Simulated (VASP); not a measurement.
# BiTe (I4/mmm) in VASP: a series of runs

Runs on BiTe. Level: PBE. Tasks: single point.

Program: VASP 6.6.1. These are calculated values, not measurements. Logs are shortened: lines on timing, memory, paths and dates and some standing lists are left out, and cuts for length are marked.

## (1) The cell of the first run

Symmetry: I4/mmm, No. 139, tetragonal system. Conventional cell: a = 4.736 Å, b = 4.736 Å, c = 6.385 Å, α = 90.00°, β = 90.00°, γ = 90.00°. Within 4.2 Å of Bi (site symmetry 4/mmm) lie 6 Te at 3.19 to 3.35 Å. Te (site symmetry 4/mmm) has 6 Bi at 3.19 to 3.35 Å within 4.2 Å.

## (2) Single point, PBE (biaxial strain in the a-b plane: +3.0 %)

INCAR

```
PREC = Accurate
ENCUT = 520
EDIFF = 1E-7
ISMEAR = 0
SIGMA = 0.1
LREAL = False
LASPH = True
NELM = 100
ALGO = Normal
ISIF = 2
LWAVE = False
LCHARG = True
GGA = PE
LELF = True
LVHAR = True
NBANDS = 29
```

KPOINTS

```
Automatic mesh
0
Gamma
  12 12 8
```

POSCAR

```
BiTe
1.0
    3.3487299870      3.3487299870      0.0000000000
   -3.3487299870      3.3487299870      0.0000000000
    0.0000000000      0.0000000000      6.3853453345
Bi Te
2 2
Direct
    0.0000000000      0.0000000000      0.0000000000
    0.5000000000      0.5000000000      0.5000000000
    0.5000000000      0.5000000000      0.0000000000
    0.0000000000      0.0000000000      0.5000000000
```

Potentials or basis: VASP PAW PBE potentials, release 64 (Bi_d, Te).

On the command line:

```sh
$ cat potpaw_PBE.64/Bi_d/POTCAR potpaw_PBE.64/Te/POTCAR > POTCAR
$ mpirun -np 1 vasp_std > vasp.out
```

OUTCAR:

```text
PREC = Accurate
   ENCUT = 520
   EDIFF = 1E-7
   ISMEAR = 0
   LREAL = False
   LASPH = True
   NELM = 100
   ISIF = 2
   GGA = PE

 ion  position               nearest neighbor table
   1  0.000  0.000  0.000-   4 3.19   4 3.19   3 3.35   3 3.35   3 3.35   3 3.35
   2  0.500  0.500  0.500-   3 3.19   3 3.19   4 3.35   4 3.35   4 3.35   4 3.35
   3  0.500  0.500  0.000-   2 3.19   2 3.19   1 3.35   1 3.35   1 3.35   1 3.35
   4  0.000  0.000  0.500-   1 3.19   1 3.19   2 3.35   2 3.35   2 3.35   2 3.35

  LATTYP: Found a simple tetragonal cell.
 ALAT       =     4.7358193643
 C/A-ratio  =     1.3483084643

  Lattice vectors:

 A1 = (   3.3487299870,   3.3487299870,   0.0000000000)
 A2 = (  -3.3487299870,   3.3487299870,   0.0000000000)
 A3 = (   0.0000000000,   0.0000000000,   6.3853453345)

Analysis of symmetry for initial positions (statically):
=====================================================================
 Subroutine PRICEL returns following result:

  LATTYP: Found a body centered tetragonal cell.
 ALAT       =     4.7358193643
 C/A-ratio  =     1.3483084643

  Lattice vectors:

 A1 = (   0.0000000000,  -3.3487299870,  -3.1926726672)
 A2 = (   0.0000000000,   3.3487299870,  -3.1926726673)
 A3 = (   3.3487299870,   0.0000000000,   3.1926726672)

   2 primitive cells build up your supercell.

 Routine SETGRP: Setting up the symmetry group for a
 simple tetragonal supercell.

 Subroutine GETGRP returns: Found 16 space group operations
 (whereof 16 operations were pure point group operations)
 out of a pool of 16 trial point group operations.

The static configuration has the point symmetry D_4h.

Analysis of symmetry for dynamics (positions and initial velocities):
=====================================================================
 Subroutine PRICEL returns following result:

  LATTYP: Found a body centered tetragonal cell.
 ALAT       =     4.7358193643
 C/A-ratio  =     1.3483084643

  Lattice vectors:

 A1 = (   0.0000000000,  -3.3487299870,  -3.1926726672)
 A2 = (   0.0000000000,   3.3487299870,  -3.1926726673)
 A3 = (   3.3487299870,   0.0000000000,   3.1926726672)

   2 primitive cells build up your supercell.

 Routine SETGRP: Setting up the symmetry group for a
 simple tetragonal supercell.

 Subroutine GETGRP returns: Found 16 space group operations
 (whereof 16 operations were pure point group operations)
 out of a pool of 16 trial point group operations.

The dynamic configuration has the point symmetry D_4h.

 Subroutine INISYM returns: Found 16 space group operations
 (whereof 16 operations are pure point group operations),
 and found     2 'primitive' translations

----------------------------------------------------------------------------------------

                                     Primitive cell

  volume of cell :      71.6052

  direct lattice vectors                    reciprocal lattice vectors
     0.000000000 -3.348729987 -3.192672667     0.149310336 -0.149310336 -0.156608601
     0.000000000  3.348729987 -3.192672667     0.149310336  0.149310336 -0.156608601
     3.348729987  0.000000000  3.192672667     0.298620672  0.000000000  0.000000000

  length of vectors
     4.626786281  4.626786281  4.626786281     0.262894288  0.262894288  0.298620672

  position of ions in fractional coordinates (direct lattice)
     0.000000000  0.000000000  0.000000000
     0.500000000  0.500000000  0.000000000

  ion indices of the primitive-cell ions
   primitive index   ion index
                 1           1
                 2           4

----------------------------------------------------------------------------------------

 KPOINTS: Automatic mesh

Automatic generation of k-mesh.
 Grid dimensions read from file:
 generate k-points for:   12   12    8

 Generating k-lattice:

  Cartesian coordinates                     Fractional coordinates (reciprocal lattice)
     0.012442528  0.012442528  0.000000000     0.083333333  0.000000000  0.000000000
    -0.012442528  0.012442528  0.000000000     0.000000000  0.083333333  0.000000000
     0.000000000  0.000000000  0.019576075     0.000000000  0.000000000  0.125000000

  Length of vectors
     0.017596392  0.017596392  0.019576075

  Shift w.r.t. Gamma in fractional coordinates (k-lattice)
     0.000000000  0.000000000  0.000000000

 Subroutine IBZKPT returns following result:
 ===========================================

 Found    140 irreducible k-points:

 Following reciprocal coordinates:
            Coordinates               Weight
  0.000000  0.000000  0.000000      1.000000
  0.083333  0.000000  0.000000      4.000000
  0.166667  0.000000  0.000000      4.000000
  0.250000  0.000000  0.000000      4.000000
  0.333333  0.000000  0.000000      4.000000
  0.416667  0.000000  0.000000      4.000000
[... 16 lines left out ...]
  0.333333  0.333333  0.000000      4.000000
  0.416667  0.333333  0.000000      8.000000
 [... further k-points ...]
   k-points           NKPTS =    140   k-points in BZ     NKDIM =    140   number of bands    NBANDS=     29
   number of dos      NEDOS =    301   number of ions     NIONS =      4
   total plane-waves  NPLWV =  62208
   dimension x,y,z NGX =    36 NGY =   36 NGZ =   48
   dimension x,y,z NGXF=    72 NGYF=   72 NGZF=   96
   ions per type =               2   2
   NGX,Y,Z   is equivalent  to a cutoff of  12.64, 12.64, 12.50 a.u.
   NGXF,Y,Z  is equivalent  to a cutoff of  25.27, 25.27, 24.99 a.u.
 SYSTEM =  unknown system
   PREC   = accura    normal or accurate (medium, high low for compatibility)
   ISTART =      0    job   : 0-new  1-cont  2-samecut
   ICHARG =      2    charge: 1-file 2-atom 10-const
   ISPIN  =      1    spin polarized calculation?
   LNONCOLLINEAR =      F non collinear calculations
   LSORBIT =      F    spin-orbit coupling
   LASPH  =      T    aspherical Exc in radial PAW
   ENCUT  =  520.0 eV  38.22 Ry    6.18 a.u.   8.81  8.81 11.87*2*pi/ulx,y,z
   NELM   =    100;   NELMIN=  2; NELMDL= -5     # of ELM steps
   EDIFF  = 0.1E-06   stopping-criterion for ELM
   LREAL  =      F    real-space projection
   EDIFFG = 0.1E-05   stopping-criterion for IOM
   NSW    =      0    number of steps for IOM
   IBRION =     -1    ionic relax: 0-MD 1-quasi-New 2-CG
   NFREE  =      0    steps in history (QN), initial steepest desc. (CG)
   ISIF   =      2    stress and relaxation
   ISYM   =      2    0-nonsym 1-usesym 2-fastsym
   POTIM  = 0.5000    time-step for ionic-motion
   TEBEG  =    0.0;   TEEND  =   0.0 temperature during run
   PSTRESS=    0.0 pullay stress
   NELECT =      42.0000    total number of electrons
   NUPDOWN=      -1.0000    fix difference up-down
   EMIN   =  10.00;   EMAX   =-10.00  energy-range for DOS
   EFERMI =   0.00;   METHOD = LEGACY
   ISMEAR =     0;   SIGMA  =   0.10  broadening in eV -4-tet -1-fermi 0-gaus
   EFERMI_NEDOS =   21; number of points for ismear=-14 and -15
   IALGO  =     38    algorithm
   IMIX   =      4    mixing-type and parameters
     AMIX     =   0.40;   BMIX     =  1.00
     AMIX_MAG =   1.60;   BMIX_MAG =  1.00
  volume/ion in A,a.u.               =      35.80       241.61
  Fermi-wavevector in a.u.,A,eV,Ry     =   1.087676  2.055410 16.096236  1.183040
  Thomas-Fermi vector in A             =   2.223841
   LORBIT       =      0    0 simple, 1 ext, 2 COOP (PROOUT), +10 PAW based schemes
   GGA     = PE    functional components
   LHFCALC =     F    Hartree Fock is set to
   AEXX    =    0.0000 exact exchange contribution
   IVDW    =     0    specifies the selected vdW correction
   LEPSILON=     F    determine dielectric tensor
   LRPA    =     F    only Hartree local field effects (RPA)
 non-spin polarized calculation
 Gauss-broadening in eV      SIGMA  =   0.10
  energy-cutoff  :      520.00
  volume of cell :      143.21
 maximum number of plane-waves:      3912
 NGX is ok and might be reduce to    36
   NGX = 17   NGY = 17   NGZ = 23

 number of electron      42.0000014 magnetization

 Free energy of the ion-electron system (eV)
  ---------------------------------------------------
  ext. energy  EPLUGINS =         0.00000000
  ---------------------------------------------------
  free energy    TOTEN  =       -14.27739181 eV

  energy without entropy =      -14.26235234  energy(sigma->0) =      -14.26987208

 E-fermi :   5.9695     XC(G=0):  -9.1840

 val. band max:        5.9600216294   @ k =   0.3333   0.0833   0.2500
 cond. band min:       5.9744767210   @ k =   0.3333   0.0000   0.3750
 fundamental gap:      0.0144550916
 Fermi energy:         5.9694666936

 k-point     1 :       0.0000    0.0000    0.0000
  band No.  band energies     occupation
      1     -17.1741      2.00000
      2     -17.1624      2.00000
      3     -17.1548      2.00000
      4     -17.1548      2.00000
      5     -17.1459      2.00000
      6     -17.1459      2.00000
[... 21 lines left out ...]
     28      10.6402      0.00000
     29      10.9855      0.00000

 k-point     2 :       0.0833    0.0000    0.0000
  band No.  band energies     occupation
      1     -17.1738      2.00000
      2     -17.1624      2.00000
      3     -17.1547      2.00000
      4     -17.1546      2.00000
      5     -17.1461      2.00000
      6     -17.1460      2.00000
[... 21 lines left out ...]
     28      10.6793      0.00000
     29      10.9724      0.00000

 k-point     3 :       0.1667    0.0000    0.0000
  band No.  band energies     occupation
      1     -17.1728      2.00000
      2     -17.1627      2.00000
      3     -17.1545      2.00000
      4     -17.1542      2.00000
      5     -17.1468      2.00000
      6     -17.1465      2.00000
[... 21 lines left out ...]
     28      10.7970      0.00000
     29      10.8024      0.00000

 k-point     4 :       0.2500    0.0000    0.0000
  band No.  band energies     occupation
      1     -17.1714      2.00000
      2     -17.1631      2.00000
      3     -17.1541      2.00000
      4     -17.1535      2.00000
      5     -17.1478      2.00000
      6     -17.1472      2.00000
[... 597 lines left out ...]
     28       9.9705      0.00000
     29      13.6335      0.00000

 k-point    23 :       0.3333    0.3333    0.0000
  band No.  band energies     occupation
      1     -17.1676      2.00000
      2     -17.1648      2.00000
      3     -17.1566      2.00000
      4     -17.1544      2.00000
      5     -17.1479      2.00000
      6     -17.1457      2.00000
[... 21 lines left out ...]
     28      10.3625      0.00000
     29      12.3945      0.00000

 k-point    24 :       0.4167    0.3333    0.0000
  band No.  band energies     occupation
      1     -17.1669      2.00000
      2     -17.1654      2.00000
      3     -17.1567      2.00000
      4     -17.1555      2.00000
      5     -17.1470      2.00000
      6     -17.1458      2.00000
[... 21 lines left out ...]
     28      10.1393      0.00000
     29      13.2521      0.00000

 [... further k-points ...]

------------------------ aborting loop because EDIFF is reached ----------------------------------------

  FORCE on cell =-STRESS in cart. coord.  units (eV):
  Direction    XX          YY          ZZ          XY          YZ          ZX
  --------------------------------------------------------------------------------------
  -------------------------------------------------------------------------------------
  Total       -2.5176099     -2.5176099      0.7929682      0.0000000      0.0000000      0.0000000
  in kB      -28.1659476    -28.1659476      8.8713902      0.0000000      0.0000000      0.0000000
  external PRESSURE =     -15.8201683 kB  Pullay stress =       0.0000000 kB

 VOLUME and BASIS-vectors are now :
 -----------------------------------------------------------------------------
  energy-cutoff  :      520.00
  volume of cell :      143.21
      direct lattice vectors                 reciprocal lattice vectors
     3.348729987  3.348729987  0.000000000     0.149310336  0.149310336  0.000000000
    -3.348729987  3.348729987  0.000000000    -0.149310336  0.149310336  0.000000000
     0.000000000  0.000000000  6.385345335     0.000000000  0.000000000  0.156608601

 POSITION                                       TOTAL-FORCE (eV/Angst)
 -----------------------------------------------------------------------------------
      0.00000      0.00000      0.00000        -0.000000      0.000000      0.000000
      0.00000      3.34873      3.19267        -0.000000     -0.000000      0.000000
      0.00000      3.34873      0.00000         0.000000     -0.000000     -0.000000
      0.00000      0.00000      3.19267         0.000000     -0.000000      0.000000
 -----------------------------------------------------------------------------------
    total drift:                               -0.000000      0.000000      0.000000

  FREE ENERGIE OF THE ION-ELECTRON SYSTEM (eV)
  ---------------------------------------------------
  free  energy   TOTEN  =       -14.2773918105 eV

  energy  without entropy=      -14.2623523442  energy(sigma->0) =      -14.26987208
```

Wall time 11 min (1 thread of Oxide Virtual Turin-like, shared host); peak memory 0.56 GiB.

Results:

* Free energy: -14.2774 eV
* Pressure: -1.6 GPa
* Band gap on the k mesh: zero (band 21 reaches 8.58 eV, above the bottom of band 22 at 5.15 eV)

Caveat: the cell differs from its parent crystal (biaxial strain in the a-b plane: +3.0 %); spin-orbit coupling is left out, which moves the levels of the heavy elements.

## (3) Single point, PBE (strain along c alone, the other axes held: -4.5 %)

INCAR

```
SYSTEM = BiTe
ALGO = Normal
EDIFF = 1E-6
ENCUT = 520
GGA = PE
ISIF = 2
ISMEAR = 0
LASPH = .TRUE.
LCHARG = .TRUE.
LELF = .TRUE.
LREAL = .FALSE.
LVHAR = .TRUE.
LWAVE = .FALSE.
NBANDS = 29
NELM = 100
PREC = Accurate
SIGMA = 0.1
```

KPOINTS

```
k-points
0
G
  12 12 8
  0 0 0
```

POSCAR

```
BiTe
1.0
    3.2511941624      3.2511941624      0.0000000000
   -3.2511941624      3.2511941624      0.0000000000
    0.0000000000      0.0000000000      6.2097808501
Bi Te
2 2
Direct
    0.0000000000      0.0000000000      0.0000000000
    0.5000000000      0.5000000000      0.5000000000
    0.5000000000      0.5000000000      0.0000000000
    0.0000000000      0.0000000000      0.5000000000
```

Potentials or basis: VASP PAW PBE potentials, release 64 (Bi_d, Te).

On the command line:

```sh
$ cat potpaw_PBE.64/Bi_d/POTCAR potpaw_PBE.64/Te/POTCAR > POTCAR
$ mpirun -np 1 vasp_std > vasp.out
```

Wall time 10 min (1 thread of Oxide Virtual Turin-like, shared host); peak memory 0.53 GiB.

It converged, with:

```
Free energy            : -14.2539 eV
Pressure               : 2.6 GPa
Band gap on the k mesh : zero (band 21 reaches 9.47 eV, above the bottom of band 22 at 6.13 eV)
```

Stress tensor (GPa, compression positive):
```
0.85 0.00 0.00
0.00 0.85 0.00
0.00 0.00 6.15
```

Levels at points of the mesh, in eV from the Fermi level:
```
           k point  band 17  band 18  band 19  band 20  band 21  band 22  band 23  band 24  band 25  band 26
(0.00, 0.00, 0.00)    -4.20    -3.03    -2.40    -2.40     1.87     1.87     2.08     3.01     3.66     3.66
(0.50, 0.00, 0.00)    -2.39    -2.39    -2.32    -2.32     0.02     0.02     0.11     0.11     3.88     3.88
(0.50, 0.50, 0.00)    -4.43    -4.43    -3.82    -3.82     2.19     2.19     3.24     3.24     4.42     4.42
(0.00, 0.00, 0.50)    -3.44    -3.44    -2.53    -2.53     0.93     0.93     2.54     2.54     2.54     2.54
(0.50, 0.00, 0.50)    -1.97    -1.97    -1.50    -1.50    -0.89    -0.89    -0.72    -0.72    -0.49    -0.49
(0.50, 0.50, 0.50)    -5.00    -5.00    -1.42    -1.42    -0.09    -0.09     3.78     3.78     3.78     3.78
```

Caveat: the cell differs from its parent crystal (strain along c alone, the other axes held: -4.5 %); spin-orbit coupling is left out, which moves the levels of the heavy elements.

## (4) Single point, PBE (strain along c alone, the other axes held: -3.0 %)

INCAR

```
SYSTEM = BiTe
PREC     = Accurate       ! precision mode
ENCUT    = 520            ! plane-wave cutoff, eV
EDIFF    = 1E-6           ! SCF threshold, eV
ISMEAR   = 0              ! smearing method
SIGMA    = 0.1            ! smearing width, eV
LREAL    = .FALSE.        ! projectors in reciprocal space
LASPH    = .TRUE.         ! aspherical terms in the spheres
NELM     = 80             ! most SCF steps
ALGO     = Normal         ! electronic algorithm
ISIF     = 2              ! what is computed and relaxed
LWAVE    = .FALSE.        ! write WAVECAR
LCHARG   = .FALSE.        ! write CHGCAR
GGA      = PE             ! functional
NBANDS   = 29             ! bands
```

KPOINTS

```
regular mesh
0
G
  12 12 8
  0 0 0
```

Changes to POSCAR since step 3:

```diff
@@ -4,3 +4,3 @@
    -3.2511941624      3.2511941624      0.0000000000
-    0.0000000000      0.0000000000      6.2097808501
+    0.0000000000      0.0000000000      6.3073166750
 Bi Te
```

On the command line:

```sh
$ cat potpaw_PBE.64/Bi_d/POTCAR potpaw_PBE.64/Te/POTCAR > POTCAR
$ mpirun -np 1 vasp_std > vasp.out
```

It took 11 min on 1 thread of Oxide Virtual Turin-like, shared host; peak memory 0.53 GiB.

Results (log left out):

```
Free energy            : -14.3179 eV
Pressure               : 1.6 GPa
Band gap on the k mesh : zero (band 21 reaches 9.31 eV, above the bottom of band 22 at 5.98 eV)
```

Stress tensor (GPa, compression positive):
```
0.49 0.00 0.00
0.00 0.49 0.00
0.00 0.00 3.78
```

Levels at points of the mesh, in eV from the Fermi level:
```
           k point  band 19  band 20  band 21  band 22  band 23  band 24
(0.00, 0.00, 0.00)    -2.44    -2.44     1.97     1.97     2.16     2.70
(0.50, 0.00, 0.00)    -2.22    -2.22    -0.01    -0.01     0.07     0.07
(0.50, 0.50, 0.00)    -3.86    -3.86     2.23     2.23     3.34     3.34
(0.00, 0.00, 0.50)    -2.59    -2.59     0.88     0.88     2.59     2.59
(0.50, 0.00, 0.50)    -1.54    -1.54    -0.84    -0.84    -0.67    -0.67
(0.50, 0.50, 0.50)    -1.47    -1.47    -0.15    -0.15     3.82     3.82
```

Caveat: the cell differs from its parent crystal (strain along c alone, the other axes held: -3.0 %); spin-orbit coupling is left out, which moves the levels of the heavy elements.

## (5) The runs side by side

| cell | gap on the mesh (eV) | pressure (GPa) |
| --- | --- | --- |
| a = 4.736, b = 4.736, c = 6.385 Å, 4 atoms | none | -1.6 |
| a = 4.598, b = 4.598, c = 6.210 Å, 4 atoms | none | 2.6 |
| a = 4.598, b = 4.598, c = 6.307 Å, 4 atoms | none | 1.6 |

Alike in all rows: task single point; level PBE; potentials or basis VASP PAW PBE potentials, release 64 (Bi_d, Te); no spin polarisation; k mesh 12 × 12 × 8; cutoff (eV) 520; smearing gaussian 0.1 eV.

Caveats: spin-orbit coupling is left out, which moves the levels of the heavy elements.

Absolute energies hang on the potentials; compare differences alone.
